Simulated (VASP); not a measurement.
Write the native input for VASP 6.6.1 that does the following.

```yaml
Task: relaxation of cell and atoms
Functional: PBE
Potentials_or_basis: VASP PAW PBE potentials, release 64 (Rb_sv)
Cutoff: 600 eV
k_mesh: 10 × 10 × 10
Occupations: fermi-dirac, width 0.08 eV
Spin: no spin polarisation
Target_pressure: 1.9 GPa
Dipole_correction: no
Further_INCAR_settings: ALGO = Normal; EDIFF = 1e-06; IBRION = 2; EDIFFG = -0.005; NSW = 60; ISIF = 3
```

The structure of Rb lies in POSCAR:

```
Rb
1.0
    4.3147682591      0.0000000000      0.0000000000
   -2.1573841296      3.7366989238      0.0000000000
    0.0000000000      0.0000000000      4.0558821636
Rb
1
Direct
    0.0000000000      0.0000000000      0.0000000000
```

These files were run (other wordings do the same):

INCAR

```
ALGO     = Normal         # electronic algorithm
EDIFF    = 1E-6           # SCF threshold, eV
EDIFFG   = -0.005         # ionic threshold
ENCUT    = 600            # plane-wave cutoff, eV
GGA      = PE             # functional
IBRION   = 2              # ionic algorithm
ISIF     = 3              # what is computed and relaxed
ISMEAR   = -1             # smearing method
LASPH    = T              # aspherical terms in the spheres
LCHARG   = F              # write CHGCAR
LREAL    = F              # projectors in reciprocal space
LWAVE    = F              # write WAVECAR
NELM     = 60             # most SCF steps
NSW      = 60             # ionic steps
PREC     = Accurate       # precision mode
PSTRESS  = 19.0         
SIGMA    = 0.08           # smearing width, eV
```

KPOINTS

```
k-points
0
Gamma
  10 10 10
```

Potentials or basis: VASP PAW PBE potentials, release 64 (Rb_sv).

Run with:

```console
$ cat potpaw_PBE.64/Rb_sv/POTCAR > POTCAR
$ mpirun -np 1 vasp_std > vasp.out
```

Results of the run:

```yaml
Relaxed_volume: 64.88 Å³/atom
Relaxed_cell: a = 4.322 Å, b = 4.322 Å, c = 4.010 Å, α = 90.00°, β = 90.00°, γ = 120.00°
Space_group_after_relaxing_to_0.05_Å: P6/mmm (No. 191)
Energy_change_on_relaxing_the_enthalpy_is_what_falls: +5.6 meV/atom
Ionic_steps: 10
Pressure_after_relaxing: 1.9 GPa
```

Caveat: the cell is relaxed towards a set pressure, so the enthalpy falls and the energy may rise.

It took 2.2 min on 1 thread of Intel(R) Xeon(R) 6975P-C (Granite Rapids) (shared host), peak memory 0.23 GiB.
